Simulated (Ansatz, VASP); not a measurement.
Two plane-wave programs on Al

```xyz
8
Lattice="2.8623 0.0000 0.0000 -1.4312 2.4788 0.0000 0.0000 0.0000 18.6317" Properties=species:S:1:pos:R:3 pbc="T T T"
Al    0.0000    0.0000    0.0000
Al    0.0000    1.6526    2.3172
Al    1.4312    0.8263    4.6579
Al    0.0000    1.6526    6.9986
Al    0.0000    0.0000    9.3158
Al    1.4312    0.8263   11.6331
Al    0.0000    1.6526   13.9738
Al    1.4312    0.8263   16.3145
```

Alike in both runs: functional PBE; k mesh 18 × 18 × 3; occupations gaussian, width 0.1 eV; no spin polarisation.

Ansatz relaxed the structure, and its values are those at the end. VASP's run is a single point on that final structure, the one shown.

```csv
,VASP,Ansatz
version,VASP 6.6.1,Ansatz 0.2.0
potentials or method,"VASP PAW PBE potentials, release 64 (Al), cutoff 520 eV","scalar-relativistic, plane waves, PAW"
valence electrons in the cell,24,24
```

|  | VASP | Ansatz | Ansatz less VASP |
| --- | --- | --- | --- |
| gap on the k mesh at the Fermi level (eV) | none | none | - |
| pressure (GPa) | 0.0 | 0.0 | +0.04 |

A gap of «none» marks a metal or a gap that the smearing closes.
